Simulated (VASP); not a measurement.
Crystal: HfO2.

```
CELL_PARAMETERS angstrom
5.21946 0.00000 0.00000
0.00000 5.00476 0.00000
0.00000 0.00000 5.03269
ATOMIC_POSITIONS crystal
Hf 0.96699 0.73252 0.74144
Hf 0.53301 0.73252 0.24144
Hf 0.46699 0.26748 0.74144
Hf 0.03301 0.26748 0.24144
O 0.63213 0.92865 0.87927
O 0.86787 0.92865 0.37927
O 0.23395 0.53988 0.49229
O 0.26605 0.53988 0.99229
O 0.76605 0.46012 0.99229
O 0.73395 0.46012 0.49229
O 0.13213 0.07135 0.87927
O 0.36787 0.07135 0.37927
```

- Program: VASP 6.6.1
- Task: relaxation of cell and atoms
- Functional: PBE
- Potentials or basis: VASP PAW PBE potentials, release 64 (Hf_pv, O)
- Cutoff: 600 eV
- k mesh: 5 × 6 × 5
- Occupations: fermi-dirac, width 0.05 eV
- Spin: no spin polarisation

At the start: pressure 6.1 GPa; volume 10.96 Å³/atom.

Problem. How do energy, volume and symmetry change on relaxing?

Solution. Over 19 steps the energy falls by 5.1 meV/atom and the volume is 11.24 Å³/atom (+2.6 %); space group Pca2_1 (No. 29, to 0.1 Å) before and after.

Step by step:
```csv
step,energy change (eV),largest force (eV/Å),pressure (GPa),volume (Å³)
1,0.0000,0.0682,6.08,131.46
2,0.0779,0.2335,-8.34,139.53
3,-0.0575,0.0782,-0.04,134.58
4,-0.0575,0.0762,0.07,134.51
5,-0.0583,0.0553,0.07,134.58
6,-0.0583,0.0487,0.07,134.57
7,-0.0590,0.0325,-0.07,134.68
8,-0.0594,0.0500,-0.32,134.90
9,-0.0598,0.0535,-0.16,134.84
10,-0.0602,0.0609,0.11,134.74
11,-0.0602,0.0631,0.19,134.71
12,-0.0606,0.0461,0.11,134.77
13,-0.0611,0.0328,-0.06,134.91
14,-0.0613,0.0226,-0.04,134.90
15,-0.0615,0.0255,-0.01,134.89
16,-0.0615,0.0366,0.00,134.89
17,-0.0617,0.0111,0.04,134.88
18,-0.0617,0.0119,0.06,134.88
19,-0.0618,0.0090,-0.06,134.94
```

Final structure:
```cif
data_structure
_symmetry_space_group_name_H-M 'P 1'
_symmetry_Int_Tables_number 1
_cell_length_a 5.2664
_cell_length_b 5.0467
_cell_length_c 5.0771
_cell_angle_alpha 90.000
_cell_angle_beta 90.000
_cell_angle_gamma 90.000
_cell_volume 134.94
loop_
_atom_site_label
_atom_site_type_symbol
_atom_site_fract_x
_atom_site_fract_y
_atom_site_fract_z
_atom_site_occupancy
Hf1 Hf 0.96706 0.73336 0.74019 1
Hf2 Hf 0.53294 0.73336 0.24019 1
Hf3 Hf 0.46706 0.26664 0.74019 1
Hf4 Hf 0.03294 0.26664 0.24019 1
O1 O 0.63424 0.93152 0.88234 1
O2 O 0.86576 0.93152 0.38234 1
O3 O 0.23037 0.53768 0.49047 1
O4 O 0.26963 0.53768 0.99047 1
O5 O 0.76963 0.46232 0.99047 1
O6 O 0.73037 0.46232 0.49047 1
O7 O 0.13424 0.06848 0.88234 1
O8 O 0.36576 0.06848 0.38234 1
```
